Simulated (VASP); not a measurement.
Ge: single point with LDA

Crystal: Ge.

```
CELL_PARAMETERS angstrom
1.48805 -2.59469 0.00000
1.48805 2.59469 0.00000
0.00000 0.00000 4.72760
ATOMIC_POSITIONS crystal
Ge 0.66788 0.30346 0.21120
Ge 0.32640 0.69670 0.74087
```

| Quantity | Value |
| --- | --- |
| Program | VASP 6.6.1 |
| Task | single point |
| Functional | LDA |
| Potentials or basis | VASP PAW LDA potentials, release 64 (Ge_d) |
| Cutoff | 520 eV |
| k mesh | 8 × 8 × 4 |
| Occupations | fermi-dirac, width 0.1 eV |
| Spin | no spin polarisation |

The pressure is -0.2 GPa, the largest force is 0.488 eV/Å and the band gap on the k mesh is zero (bands 14 and 15 overlap by 8.79 eV).

Forces in eV/Å, atoms in the order of the input:
```
Ge  -0.008  0.001  0.488
Ge   0.008 -0.001 -0.488
```

Stress tensor (GPa, compression positive):
```
-2.16  0.14  0.49
 0.14 -3.06  0.40
 0.49  0.40  4.53
```

Levels at points of the mesh, in eV from the Fermi level:
| k point | band 12 | band 13 | band 14 | band 15 | band 16 | band 17 |
| --- | --- | --- | --- | --- | --- | --- |
| (0.00, 0.00, 0.00) | -7.67 | -5.63 | 6.07 | 6.72 | 7.82 | 9.00 |
| (0.50, 0.00, 0.00) | -7.38 | -2.46 | -1.54 | -0.88 | 1.29 | 2.25 |
| (0.00, 0.50, 0.00) | -7.69 | -2.29 | -1.62 | -0.52 | 0.76 | 2.21 |
| (0.50, 0.50, 0.00) | -6.99 | -2.78 | -1.60 | -1.21 | 2.01 | 2.30 |
| (0.00, 0.00, 0.50) | -11.36 | 1.26 | 2.18 | 7.06 | 7.33 | 7.65 |
| (0.50, 0.00, 0.50) | -6.94 | -5.34 | -4.76 | 3.34 | 4.11 | 4.87 |
| (0.00, 0.50, 0.50) | -7.00 | -5.35 | -4.95 | 3.38 | 4.26 | 4.94 |
| (0.50, 0.50, 0.50) | -7.03 | -5.24 | -4.50 | 3.49 | 4.43 | 4.58 |

Run time: 36 s on 1 thread of AMD EPYC 9R45 96-Core Processor (Zen 5) (shared host), peak memory 0.16 GiB.
